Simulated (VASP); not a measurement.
# Si2W (P6_222) in VASP: a series of runs, part 2 of 3

VASP 6.6.1. The steps go on from the part before.

**3. Single point, PBE**

This run uses another cell than the first one, of the same volume but with other edges.

Contents of INCAR:

```
SYSTEM = Si2W
PREC = Accurate
ENCUT = 520
EDIFF = 1E-6
ISMEAR = 0
SIGMA = 0.03
LREAL = .FALSE.
LASPH = .TRUE.
NELM = 100
ALGO = Normal
ISIF = 2
LWAVE = .FALSE.
LCHARG = .FALSE.
GGA = PE
NBANDS = 43
```

Contents of KPOINTS:

```
Automatic mesh
0
G
  9 9 6
  0 0 0
```

Contents of POSCAR:

```
Si2W
1.0
    4.6907127290      0.0000000000      0.0000000000
   -2.3453563645      4.0622763851      0.0000000000
    0.0000000000      0.0000000000      6.4323743652
Si W
6 3
Direct
    0.8175753463      0.6351506926      0.5000000000
    0.1824246537      0.8175753463      0.8333333333
    0.6351506926      0.8175753463      0.1666666667
    0.1824246537      0.3648493074      0.5000000000
    0.8175753463      0.1824246537      0.8333333333
    0.3648493074      0.1824246537      0.1666666667
    0.0000000000      0.5000000000      0.1666666667
    0.5000000000      0.5000000000      0.8333333333
    0.5000000000      0.0000000000      0.5000000000
```

Potentials or basis: VASP PAW PBE potentials, release 64 (Si, W_sv).

Started as:

```
cat potpaw_PBE.64/Si/POTCAR potpaw_PBE.64/W_sv/POTCAR > POTCAR
mpirun -np 1 vasp_std > vasp.out
```

OUTCAR:

```text
SYSTEM = Si2W
   PREC = Accurate
   ENCUT = 520
   EDIFF = 1E-6
   ISMEAR = 0
   LREAL = .FALSE.
   LASPH = .TRUE.
   NELM = 100
   ISIF = 2
   GGA = PE

 ion  position               nearest neighbor table
   1  0.818  0.635  0.500-   7 2.50   8 2.50   9 2.58   4 2.59   4 2.59   2 2.61   3 2.61   9 2.77
                             9 2.77   4 2.96   6 3.02   5 3.02
   2  0.182  0.818  0.833-   9 2.50   7 2.50   8 2.58   5 2.59   5 2.59   1 2.61   6 2.61   8 2.77
                             8 2.77   5 2.96   4 3.02   3 3.02
   3  0.635  0.818  0.167-   9 2.50   8 2.50   7 2.58   6 2.59   6 2.59   1 2.61   5 2.61   7 2.77
                             7 2.77   6 2.96   4 3.02   2 3.02
[... 1335 lines left out ...]
  external PRESSURE =      55.1242391 kB  Pullay stress =       0.0000000 kB

 VOLUME and BASIS-vectors are now :
 -----------------------------------------------------------------------------
  energy-cutoff  :      520.00
  volume of cell :      122.57
      direct lattice vectors                 reciprocal lattice vectors
     4.690712729  0.000000000  0.000000000     0.213187219  0.123083698  0.000000000
    -2.345356365  4.062276385  0.000000000     0.000000000  0.246167396  0.000000000
     0.000000000  0.000000000  6.432374365     0.000000000  0.000000000  0.155463588

 POSITION                                       TOTAL-FORCE (eV/Angst)
 -----------------------------------------------------------------------------------
      2.34536      2.58016      3.21619         0.000000      2.102760     -0.000000
     -1.06180      3.32122      5.36031        -1.821043      1.051380     -0.000000
      1.06180      3.32122      1.07206         1.821043      1.051380     -0.000000
     -0.00000      1.48212      3.21619        -0.000000     -2.102760     -0.000000
      3.40716      0.74106      5.36031         1.821043     -1.051380     -0.000000
      1.28355      0.74106      1.07206        -1.821043     -1.051380     -0.000000
     -1.17268      2.03114      1.07206         0.000000     -0.000000     -0.000000
      1.17268      2.03114      5.36031        -0.000000     -0.000000      0.000000
      2.34536      0.00000      3.21619         0.000000     -0.000000     -0.000000
 -----------------------------------------------------------------------------------
    total drift:                                0.000000     -0.000000      0.000000

  FREE ENERGIE OF THE ION-ELECTRON SYSTEM (eV)
  ---------------------------------------------------
  free  energy   TOTEN  =       -72.6285245194 eV

  energy  without entropy=      -72.6285245194  energy(sigma->0) =      -72.62852452
```

OSZICAR:

```text
N       E                     dE             d eps       ncg     rms          rms(c)
DAV:   1     0.643589919671E+03    0.64359E+03   -0.35075E+04  4312   0.157E+03
DAV:   2    -0.348793378527E+02   -0.67847E+03   -0.65474E+03  4438   0.450E+02
DAV:   3    -0.739058976772E+02   -0.39027E+02   -0.37659E+02  5119   0.987E+01
DAV:   4    -0.749604570820E+02   -0.10546E+01   -0.10423E+01  5128   0.149E+01
DAV:   5    -0.749810117146E+02   -0.20555E-01   -0.20493E-01  5088   0.223E+00    0.445E+01
DAV:   6    -0.729661847650E+02    0.20148E+01   -0.10312E+01  5052   0.157E+01    0.159E+01
DAV:   7    -0.727004808579E+02    0.26570E+00   -0.11555E+00  4897   0.419E+00    0.765E+00
DAV:   8    -0.726301030065E+02    0.70378E-01   -0.18277E-01  5058   0.235E+00    0.574E-01
DAV:   9    -0.726289913385E+02    0.11117E-02   -0.11939E-02  5377   0.462E-01    0.334E-01
DAV:  10    -0.726286058530E+02    0.38549E-03   -0.25466E-03  5221   0.312E-01    0.864E-02
DAV:  11    -0.726285282156E+02    0.77637E-04   -0.35727E-04  5058   0.103E-01    0.331E-02
DAV:  12    -0.726285267481E+02    0.14675E-05   -0.17288E-05  5261   0.212E-02    0.862E-03
DAV:  13    -0.726285246417E+02    0.21064E-05   -0.18107E-06  3541   0.782E-03    0.138E-03
DAV:  14    -0.726285245194E+02    0.12224E-06   -0.28589E-07  2645   0.259E-03
   1 F= -.72628525E+02 E0= -.72628525E+02  d E =-.283267E-11
```

stdout:

```text
POSCAR found type information on POSCAR SiW
 POSCAR found :  2 types and       9 ions
 scaLAPACK will be used
 LDA part: xc-table for (Slater+PW92), standard interpolation
 POSCAR, INCAR and KPOINTS ok, starting setup
 FFT: planning ... GRIDC
 FFT: planning ... GRID_SOFT
 FFT: planning ... GRID
 WAVECAR not read
 entering main loop
```

Run time: 1.8 min. Hardware: 1 thread of Intel Xeon 6975P-C (Granite Rapids), shared host; peak memory 0.35 GiB.

Results:

- Free energy: -72.6285 eV
- Pressure: 5.5 GPa
- Largest force: 2.103 eV/Å
- Band gap on the k mesh: 0.26 eV (least direct gap 0.44 eV)

Forces in eV/Å, atoms in the order of the input:
```
Si   0.000  2.103  0.000
Si  -1.821  1.051  0.000
Si   1.821  1.051  0.000
Si   0.000 -2.103  0.000
Si   1.821 -1.051  0.000
Si  -1.821 -1.051  0.000
W    0.000  0.000  0.000
W    0.000  0.000  0.000
W    0.000  0.000  0.000
```

Stress tensor (GPa, compression positive):
```
 0.87  0.00  0.00
 0.00  0.87  0.00
 0.00  0.00 14.80
```

Levels at points of the mesh, in eV from the valence-band top:
```
           k point  band 30  band 31  band 32  band 33  band 34  band 35  band 36  band 37
(0.00, 0.00, 0.00)    -3.01    -3.01    -2.76    -1.15     1.96     1.96     2.13     2.45
(0.00, 0.00, 0.50)    -2.61    -1.95    -0.51    -0.51     1.40     2.00     2.06     2.06
```

Caveat: the cell stands under pressure; spin-orbit coupling is left out, which moves the levels of the heavy elements; an odd mesh through Γ misses points on the zone boundary, where band edges can lie; forces of over 1 eV/Å act on the atoms, so gaps and moduli don't describe the material at rest.

**4. Single point, PBE**

This run uses another cell than the first one, of the same volume but with other edges.

Contents of INCAR:

```
ALGO = Normal
EDIFF = 1E-6
ENCUT = 520
GGA = PE
ISIF = 2
ISMEAR = 0
LASPH = True
LCHARG = False
LREAL = False
LWAVE = False
NBANDS = 43
NELM = 80
PREC = Accurate
SIGMA = 0.03
```

Contents of KPOINTS:

```
k-points
0
Gamma
  9 9 6
```

POSCAR: that of step 3 with these lines changed.

```diff
@@ -2,5 +2,5 @@
 1.0
-    4.6907127290      0.0000000000      0.0000000000
-   -2.3453563645      4.0622763851      0.0000000000
-    0.0000000000      0.0000000000      6.4323743652
+    4.7444861815      0.0000000000      0.0000000000
+   -2.3722430908      4.1088455611      0.0000000000
+    0.0000000000      0.0000000000      6.2873930878
 Si W
```

Started as:

```
cat potpaw_PBE.64/Si/POTCAR potpaw_PBE.64/W_sv/POTCAR > POTCAR
mpirun -np 1 vasp_std > vasp.out
```

It took 1.8 min on 1 thread of Intel Xeon 6975P-C (Granite Rapids), shared host; peak memory 0.35 GiB.

It converged, with:

```
Free energy            : -72.2963 eV
Pressure               : 7.5 GPa
Largest force          : 2.030 eV/Å
Band gap on the k mesh : 0.11 eV (least direct gap 0.22 eV)
```

Forces in eV/Å, atoms in the order of the input:
```
Si   0.000  2.030  0.000
Si  -1.758  1.015  0.000
Si   1.758  1.015  0.000
Si   0.000 -2.030  0.000
Si   1.758 -1.015  0.000
Si  -1.758 -1.015  0.000
W    0.000  0.000  0.000
W    0.000  0.000  0.000
W    0.000  0.000  0.000
```

Stress tensor (GPa, compression positive):
```
-0.56  0.00  0.00
 0.00 -0.56  0.00
 0.00  0.00 23.57
```

Levels at points of the mesh, in eV from the valence-band top:
```tsv
k point	band 31	band 32	band 33	band 34	band 35	band 36
(0.00, 0.00, 0.00)	-3.30	-3.08	-1.20	1.51	1.51	1.80
(0.00, 0.00, 0.50)	-2.24	-0.45	-0.45	1.39	1.90	1.95
```

Caveat: the cell stands under pressure; spin-orbit coupling is left out, which moves the levels of the heavy elements; an odd mesh through Γ misses points on the zone boundary, where band edges can lie; forces of over 1 eV/Å act on the atoms, so gaps and moduli don't describe the material at rest.

**5. Single point, PBE**

Contents of INCAR:

```
SYSTEM = Si2W
  ALGO = Normal
  EDIFF = 1E-6
  ENCUT = 520
  GGA = PE
  ISIF = 2
  ISMEAR = 0
  LASPH = .True.
  LCHARG = .True.
  LELF = .True.
  LREAL = .False.
  LVHAR = .True.
  LWAVE = .False.
  NBANDS = 43
  NELM = 100
  PREC = Accurate
  SIGMA = 0.03
```

Contents of KPOINTS:

```
k-points
0
Gamma
  9 9 6
  0 0 0
```

POSCAR: that of step 4 with these lines changed.

```diff
@@ -2,5 +2,5 @@
 1.0
-    4.7444861815      0.0000000000      0.0000000000
-   -2.3722430908      4.1088455611      0.0000000000
-    0.0000000000      0.0000000000      6.2873930878
+    4.5428566490      0.0000000000      0.0000000000
+   -2.2714283245      3.9342292638      0.0000000000
+    0.0000000000      0.0000000000      6.8578963974
 Si W
```

Started as:

```
cat potpaw_PBE.64/Si/POTCAR potpaw_PBE.64/W_sv/POTCAR > POTCAR
mpirun -np 1 vasp_std > vasp.out
```

Wall time 1.8 min (1 thread of Intel Xeon 6975P-C (Granite Rapids), shared host); peak memory 0.36 GiB.

It converged, with:

```yaml
Free_energy: -72.6380 eV
Pressure: 3.8 GPa
Largest_force: 2.360 eV/Å
Band_gap_on_the_k_mesh: 0.39 eV (least direct gap 0.78 eV)
```

Forces in eV/Å, atoms in the order of the input:
```
Si   0.000  2.360  0.000
Si  -2.044  1.180  0.000
Si   2.044  1.180  0.000
Si   0.000 -2.360  0.000
Si   2.044 -1.180  0.000
Si  -2.044 -1.180  0.000
W    0.000  0.000  0.000
W    0.000  0.000  0.000
W    0.000  0.000  0.000
```

Stress tensor (GPa, compression positive):
```
 7.98  0.00  0.00
 0.00  7.98  0.00
 0.00  0.00 -4.53
```

Levels at points of the mesh, in eV from the valence-band top:
```
           k point  band 31  band 32  band 33  band 34  band 35  band 36
(0.00, 0.00, 0.00)    -2.05    -1.68    -0.88     2.60     2.94     2.94
(0.00, 0.00, 0.50)    -0.96    -0.84    -0.84     1.50     2.32     2.51
```

Caveat: the cell stands under pressure; spin-orbit coupling is left out, which moves the levels of the heavy elements; an odd mesh through Γ misses points on the zone boundary, where band edges can lie; forces of over 1 eV/Å act on the atoms, so gaps and moduli don't describe the material at rest.

(Part 2 of 3 ends here.)
